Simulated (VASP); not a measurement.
# CdF2 (R-3m) in VASP: further runs

CdF2 is run at these levels: PBE; tasks: single point.

Program: VASP 6.6.1. These are calculated values, not measurements. Logs are shortened: lines on timing, memory, paths and dates and some standing lists are left out, and cuts for length are marked.

## 1. The cell of the first run

It takes space group R-3m (No. 166, trigonal). The conventional cell has a = 4.800 Å, b = 4.800 Å, c = 5.879 Å, α = 90.00°, β = 90.00°, γ = 120.00°. Cd (site symmetry -3m) has 2 F at 1.47 Å within 2.0 Å. F (site symmetry 3m) has 1 Cd at 1.47 Å within 2.0 Å.

## 2. Single point, PBE

INCAR

```
  ALGO = Normal
  EDIFF = 1E-6
  ENCUT = 520
  GGA = PE
  ISIF = 2
  ISMEAR = 0
  LASPH = T
  LCHARG = T
  LELF = T
  LREAL = F
  LVHAR = T
  LWAVE = F
  NBANDS = 20
  NELM = 100
  PREC = Accurate
  SIGMA = 0.05
```

KPOINTS

```
k-points
0
Gamma
  8 8 8
```

POSCAR

```
CdF2
1.0
   -1.1314091028      2.2628182056      2.2628182056
    2.2628182056     -1.1314091028      2.2628182056
    2.2628182056      2.2628182056     -1.1314091028
Cd F
1 2
Direct
    0.0000000000      0.0000000000      0.0000000000
    0.2500000000      0.2500000000      0.2500000000
    0.7500000000      0.7500000000      0.7500000000
```

Potentials or basis: VASP PAW PBE potentials, release 64 (Cd, F).

Command:

```console
> cat potpaw_PBE.64/Cd/POTCAR potpaw_PBE.64/F/POTCAR > POTCAR
> mpirun -np 1 vasp_std > vasp.out
```

OUTCAR:

```text
EDIFF = 1E-6
   ENCUT = 520
   GGA = PE
   ISIF = 2
   ISMEAR = 0
   LASPH = T
   LREAL = F
   NELM = 100
   PREC = Accurate

 ion  position               nearest neighbor table
   1  0.000  0.000  0.000-   2 1.47   3 1.47   3 2.81   2 2.81   3 2.81   3 2.81   2 2.81   2 2.81

   2  0.250  0.250  0.250-   1 1.47   1 2.81   1 2.81   1 2.81
   3  0.750  0.750  0.750-   1 1.47   1 2.81   1 2.81   1 2.81

  LATTYP: Found a simple cubic cell.
 ALAT       =     3.3942273084

  Lattice vectors:

 A1 = (  -1.1314091028,   2.2628182056,   2.2628182056)
 A2 = (   2.2628182056,  -1.1314091028,   2.2628182056)
 A3 = (   2.2628182056,   2.2628182056,  -1.1314091028)

Analysis of symmetry for initial positions (statically):
=====================================================================
 Subroutine PRICEL returns:
 Original cell was already a primitive cell.

 Routine SETGRP: Setting up the symmetry group for a
 simple cubic supercell.

 Subroutine GETGRP returns: Found 12 space group operations
 (whereof 12 operations were pure point group operations)
 out of a pool of 48 trial point group operations.

The static configuration has the point symmetry D_3d.

Analysis of symmetry for dynamics (positions and initial velocities):
=====================================================================
 Subroutine PRICEL returns:
 Original cell was already a primitive cell.

 Routine SETGRP: Setting up the symmetry group for a
 simple cubic supercell.

 Subroutine GETGRP returns: Found 12 space group operations
 (whereof 12 operations were pure point group operations)
 out of a pool of 48 trial point group operations.

The dynamic configuration has the point symmetry D_3d.

 Subroutine INISYM returns: Found 12 space group operations
 (whereof 12 operations are pure point group operations),
 and found     1 'primitive' translations

----------------------------------------------------------------------------------------

                                     Primitive cell

  volume of cell :      39.1041

  direct lattice vectors                    reciprocal lattice vectors
    -1.131409103  2.262818206  2.262818206    -0.098205955  0.196411909  0.196411909
     2.262818206 -1.131409103  2.262818206     0.196411909 -0.098205955  0.196411909
     2.262818206  2.262818206 -1.131409103     0.196411909  0.196411909 -0.098205955

[... 82 lines left out ...]
   LASPH  =      T    aspherical Exc in radial PAW
   ENCUT  =  520.0 eV  38.22 Ry    6.18 a.u.   6.31  6.31  6.31*2*pi/ulx,y,z
   NELM   =    100;   NELMIN=  2; NELMDL= -5     # of ELM steps
   EDIFF  = 0.1E-05   stopping-criterion for ELM
   LREAL  =      F    real-space projection
   EDIFFG = 0.1E-04   stopping-criterion for IOM
   NSW    =      0    number of steps for IOM
   IBRION =     -1    ionic relax: 0-MD 1-quasi-New 2-CG
   NFREE  =      0    steps in history (QN), initial steepest desc. (CG)
   ISIF   =      2    stress and relaxation
   ISYM   =      2    0-nonsym 1-usesym 2-fastsym
   POTIM  = 0.5000    time-step for ionic-motion
   TEBEG  =    0.0;   TEEND  =   0.0 temperature during run
   PSTRESS=    0.0 pullay stress
   NELECT =      26.0000    total number of electrons
   NUPDOWN=      -1.0000    fix difference up-down
   EMIN   =  10.00;   EMAX   =-10.00  energy-range for DOS
   EFERMI =   0.00;   METHOD = LEGACY
   ISMEAR =     0;   SIGMA  =   0.05  broadening in eV -4-tet -1-fermi 0-gaus
   EFERMI_NEDOS =   21; number of points for ismear=-14 and -15
   IALGO  =     38    algorithm
   IMIX   =      4    mixing-type and parameters
     AMIX     =   0.40;   BMIX     =  1.00
     AMIX_MAG =   1.60;   BMIX_MAG =  1.00
  volume/ion in A,a.u.               =      13.03        87.96
  Fermi-wavevector in a.u.,A,eV,Ry     =   1.428867  2.700166 27.778468  2.041660
  Thomas-Fermi vector in A             =   2.548882
   LORBIT       =      0    0 simple, 1 ext, 2 COOP (PROOUT), +10 PAW based schemes
   GGA     = PE    functional components
   LHFCALC =     F    Hartree Fock is set to
   AEXX    =    0.0000 exact exchange contribution
   IVDW    =     0    specifies the selected vdW correction
   LEPSILON=     F    determine dielectric tensor
   LRPA    =     F    only Hartree local field effects (RPA)
 non-spin polarized calculation
 Gauss-broadening in eV      SIGMA  =   0.05
  energy-cutoff  :      520.00
  volume of cell :       39.10
 maximum number of plane-waves:      1074
 NGX is ok and might be reduce to    28

 number of electron      25.9999959 magnetization

 Free energy of the ion-electron system (eV)
  ---------------------------------------------------
  ext. energy  EPLUGINS =         0.00000000
  ---------------------------------------------------
  free energy    TOTEN  =         3.70148598 eV

  energy without entropy =        3.70148598  energy(sigma->0) =        3.70148598

 E-fermi :   0.3006     XC(G=0): -10.1835

 val. band max:        0.0793006788   @ k =   0.5000   0.0000   0.0000
 cond. band min:       6.1875083369   @ k =  -0.1250   0.1250   0.0000
 fundamental gap:      6.1082076581
 Fermi energy:         0.3006184162

 k-point     1 :       0.0000    0.0000    0.0000
  band No.  band energies     occupation
      1     -25.7998      2.00000
      2     -22.7711      2.00000
      3     -10.4733      2.00000
      4      -9.9102      2.00000
      5      -9.9102      2.00000
      6      -6.3990      2.00000
[... 541 lines left out ...]
     19      17.9451      0.00000
     20      18.6324      0.00000

 [... further k-points ...]

------------------------ aborting loop because EDIFF is reached ----------------------------------------

  FORCE on cell =-STRESS in cart. coord.  units (eV):
  Direction    XX          YY          ZZ          XY          YZ          ZX
  --------------------------------------------------------------------------------------
  -------------------------------------------------------------------------------------
  Total       41.7351468     41.7351468     41.7351468     39.3964188     39.3964188     39.3964188
  in kB     1709.9749878   1709.9749878   1709.9749878   1614.1524830   1614.1524830   1614.1524830
  external PRESSURE =    1709.9749878 kB  Pullay stress =       0.0000000 kB

 VOLUME and BASIS-vectors are now :
 -----------------------------------------------------------------------------
  energy-cutoff  :      520.00
  volume of cell :       39.10
      direct lattice vectors                 reciprocal lattice vectors
    -1.131409103  2.262818206  2.262818206    -0.098205955  0.196411909  0.196411909
     2.262818206 -1.131409103  2.262818206     0.196411909 -0.098205955  0.196411909
     2.262818206  2.262818206 -1.131409103     0.196411909  0.196411909 -0.098205955

 POSITION                                       TOTAL-FORCE (eV/Angst)
 -----------------------------------------------------------------------------------
      0.00000      0.00000      0.00000         0.000000     -0.000000     -0.000000
      0.84856      0.84856      0.84856        23.261873     23.261873     23.261873
      2.54567      2.54567      2.54567       -23.261873    -23.261873    -23.261873
 -----------------------------------------------------------------------------------
    total drift:                               -0.000000     -0.000000      0.000000

  FREE ENERGIE OF THE ION-ELECTRON SYSTEM (eV)
  ---------------------------------------------------
  free  energy   TOTEN  =         3.7014859848 eV

  energy  without entropy=        3.7014859848  energy(sigma->0) =        3.70148598
```

OSZICAR:

```text
N       E                     dE             d eps       ncg     rms          rms(c)
DAV:   1     0.220437785371E+03    0.22044E+03   -0.15895E+04  2672   0.133E+03
DAV:   2     0.957142485653E+01   -0.21087E+03   -0.20374E+03  2876   0.365E+02
DAV:   3     0.103258033676E+01   -0.85388E+01   -0.85168E+01  2952   0.800E+01
DAV:   4     0.995815422918E+00   -0.36765E-01   -0.36763E-01  2824   0.543E+00
DAV:   5     0.995663525633E+00   -0.15190E-03   -0.15190E-03  2932   0.314E-01    0.772E+01
DAV:   6     0.364061464944E+01    0.26450E+01   -0.57057E+00  3312   0.386E+01    0.454E+01
DAV:   7     0.366444091312E+01    0.23826E-01   -0.18817E+00  2700   0.126E+01    0.123E+01
DAV:   8     0.369473296452E+01    0.30292E-01   -0.32354E-01  2784   0.658E+00    0.246E+00
DAV:   9     0.370143095579E+01    0.66980E-02   -0.37282E-02  2784   0.311E+00    0.662E-01
DAV:  10     0.370143753437E+01    0.65786E-05   -0.37555E-03  2752   0.742E-01    0.427E-01
DAV:  11     0.370144549410E+01    0.79597E-05   -0.41270E-04  2864   0.181E-01    0.189E-01
DAV:  12     0.370148749279E+01    0.41999E-04   -0.25796E-04  2760   0.183E-01    0.532E-02
DAV:  13     0.370148622238E+01   -0.12704E-05   -0.40185E-05  2684   0.761E-02    0.137E-02
DAV:  14     0.370148598479E+01   -0.23760E-06   -0.11260E-06  2348   0.134E-02
   1 F= 0.37014860E+01 E0= 0.37014860E+01  d E =-.516876E-12
```

Wall time 28 s (1 thread of Intel Xeon Platinum 8488C (Sapphire Rapids), shared host); peak memory 0.18 GiB.

Results:

* Free energy: 3.7015 eV
* Pressure: 171.0 GPa
* Largest force: 40.291 eV/Å
* Band gap on the k mesh: 6.11 eV (least direct gap 6.86 eV)

Forces in eV/Å, atoms in the order of the input:
```
Cd    0.000   0.000   0.000
F    23.262  23.262  23.262
F   -23.262 -23.262 -23.262
```

Levels at points of the mesh, in eV from the valence-band top:
```csv
k point,band 9,band 10,band 11,band 12,band 13,band 14,band 15,band 16,band 17,band 18
"(0.00, 0.00, 0.00)",-3.74,-3.57,-1.36,-0.94,-0.94,6.23,9.40,9.40,17.21,17.21
"(0.50, 0.00, 0.00)",-4.16,-4.07,-2.19,-0.57,0.00,7.05,9.54,11.67,15.88,16.85
"(0.50, 0.50, 0.00)",-4.14,-3.70,-2.09,-0.63,-0.02,7.92,9.06,10.77,12.54,16.03
"(0.50, 0.50, 0.50)",-5.00,-4.34,-1.14,-1.14,-0.74,9.50,9.50,11.25,12.89,12.89
```

Caveat: the cell stands under pressure; forces of over 1 eV/Å act on the atoms, so gaps and moduli don't describe the material at rest.

## 3. Single point, PBE

This run uses another cell than the first one, of the same volume but with other edges.

INCAR

```
SYSTEM = CdF2
PREC = Accurate
ENCUT = 520
EDIFF = 1E-6
ISMEAR = 0
SIGMA = 0.05
LREAL = .False.
LASPH = .True.
NELM = 100
ALGO = Normal
ISIF = 2
LWAVE = .False.
LCHARG = .True.
GGA = PE
LELF = .True.
LVHAR = .True.
NBANDS = 20
```

KPOINTS

```
regular mesh
0
Gamma
  8 8 8
  0 0 0
```

POSCAR

```
CdF2
1.0
    1.4254861447      3.5637153617      3.5637153617
    3.5637153617      1.4254861447      3.5637153617
    3.5637153617      3.5637153617      1.4254861447
Cd F
1 2
Direct
    0.0000000000      0.0000000000      0.0000000000
    0.2500000000      0.2500000000      0.2500000000
    0.7500000000      0.7500000000      0.7500000000
```

Potentials or basis: VASP PAW PBE potentials, release 64 (Cd, F).

Command:

```console
> cat potpaw_PBE.64/Cd/POTCAR potpaw_PBE.64/F/POTCAR > POTCAR
> mpirun -np 1 vasp_std > vasp.out
```

Wall time 88 s (1 thread of Intel Xeon Platinum 8488C (Sapphire Rapids), shared host); peak memory 0.25 GiB.

It converged, with:

| Quantity | Value |
| --- | --- |
| Free energy | -9.4609 eV |
| Pressure | 30.4 GPa |
| Largest force | 1.418 eV/Å |
| Band gap on the k mesh | 3.44 eV (least direct gap 3.49 eV) |

Forces in eV/Å, atoms in the order of the input:
```
Cd   0.000  0.000  0.000
F   -0.819 -0.819 -0.819
F    0.819  0.819  0.819
```

Stress tensor (GPa, compression positive):
```
30.36 -7.29 -7.29
-7.29 30.36 -7.29
-7.29 -7.29 30.36
```

Levels at points of the mesh, in eV from the valence-band top:
```
           k point  band 9  band 10  band 11  band 12  band 13  band 14  band 15  band 16  band 17  band 18
(0.00, 0.00, 0.00)   -1.53    -1.53    -1.42    -0.06    -0.06     3.44     9.45    13.14    19.15    19.15
(0.50, 0.00, 0.00)   -2.57    -2.40    -2.10    -0.41    -0.12     8.82     9.03    14.15    15.43    15.48
(0.50, 0.50, 0.00)   -2.76    -2.24    -2.15    -0.05     0.00     8.43     9.02    13.71    13.88    16.74
(0.50, 0.50, 0.50)   -2.32    -1.60    -1.60     0.00     0.00     4.59     8.06    15.52    18.16    19.49
```

Caveat: the cell stands under pressure; forces of over 1 eV/Å act on the atoms, so gaps and moduli don't describe the material at rest.

## 4. Single point, PBE

This run uses another cell than the first one, of the same volume but with other edges.

INCAR

```
SYSTEM = CdF2
  ALGO = Normal
  EDIFF = 1E-6
  ENCUT = 520
  GGA = PE
  ISIF = 2
  ISMEAR = 0
  LASPH = .True.
  LCHARG = .True.
  LELF = .True.
  LREAL = .False.
  LVHAR = .True.
  LWAVE = .False.
  NBANDS = 20
  NELM = 100
  PREC = Accurate
  SIGMA = 0.05
```

KPOINTS

```
k-points
0
Gamma
  8 8 8
  0 0 0
```

POSCAR

```
CdF2
1.0
   -0.5838279476      2.4359717814      2.4359717814
    2.4359717814     -0.5838279476      2.4359717814
    2.4359717814      2.4359717814     -0.5838279476
Cd F
1 2
Direct
    0.0000000000      0.0000000000      0.0000000000
    0.2500000000      0.2500000000      0.2500000000
    0.7500000000      0.7500000000      0.7500000000
```

Command:

```console
> cat potpaw_PBE.64/Cd/POTCAR potpaw_PBE.64/F/POTCAR > POTCAR
> mpirun -np 1 vasp_std > vasp.out
```

It took 32 s on 1 thread of Intel Xeon Platinum 8488C (Sapphire Rapids), shared host; peak memory 0.18 GiB.

The run converged. Its results:

```yaml
Free_energy: -9.4458 eV
Pressure: 31.1 GPa
Largest_force: 4.777 eV/Å
Band_gap_on_the_k_mesh: 3.65 eV (least direct gap 4.02 eV)
```

Forces on the atoms (eV/Å):
```
Cd   0.000  0.000  0.000
F    2.758  2.758  2.758
F   -2.758 -2.758 -2.758
```

Stress tensor (GPa, compression positive):
```
31.06 24.52 24.52
24.52 31.06 24.52
24.52 24.52 31.06
```

Levels at points of the mesh, in eV from the valence-band top:
```
           k point  band 10  band 11  band 12  band 13  band 14  band 15  band 16  band 17
(0.00, 0.00, 0.00)    -1.50    -1.24    -1.24    -0.37     3.65    10.59    10.59    17.74
(0.50, 0.00, 0.00)    -2.62    -2.25    -0.80    -0.05     7.12     8.32    12.56    16.71
(0.50, 0.50, 0.00)    -2.95    -1.56    -0.92     0.00     8.62     8.96    11.85    11.88
(0.50, 0.50, 0.50)    -2.88    -2.04    -1.43    -1.43     9.16    10.21    12.27    12.27
```

Caveat: the cell stands under pressure; forces of over 1 eV/Å act on the atoms, so gaps and moduli don't describe the material at rest. A k mesh can miss the band edges.

(Part 1 of 2 ends here.)
